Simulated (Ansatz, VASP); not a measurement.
# PtC3: VASP beside Ansatz

```
Pt C
1.0
     4.27580    0.00000    0.00000
    -2.13790    3.70295    0.00000
     0.00000    0.00000    9.37412
Pt C
2 6
Direct
  0.33333 0.66667 0.25000
  0.66667 0.33333 0.75000
  0.78040 0.56079 0.25000
  0.21960 0.78040 0.75000
  0.43921 0.21960 0.25000
  0.21960 0.43921 0.75000
  0.78040 0.21960 0.25000
  0.56079 0.78040 0.75000
```

Alike in both runs: functional PBE; k mesh 12 × 12 × 4; occupations gaussian, width 0.1 eV; no spin polarisation.

Ansatz relaxed the structure, and its values are those at the end. VASP's run is a single point on that final structure, the one shown.

|  | VASP | Ansatz |
| --- | --- | --- |
| version | VASP 6.6.1 | Ansatz 0.2.0 |
| potentials or method | VASP PAW PBE potentials, release 64 (Pt, C), cutoff 520 eV | scalar-relativistic, plane waves, PAW |
| valence electrons in the cell | 44 | 60 |

|  | VASP | Ansatz | Ansatz less VASP |
| --- | --- | --- | --- |
| gap on the k mesh at the Fermi level (eV) | none | none | - |
| pressure (GPa) | 0.1 | 0.0 | -0.14 |
| rms of the force components (eV/Å) | 0.072 | 0.000 | -0.0713 |

A gap of «none» marks a metal or a gap that the smearing closes. VASP's potentials hold 44 valence electrons a cell and Ansatz's 60, so a difference there can come from the potentials and not from the codes.

Neither program's run includes spin-orbit coupling.
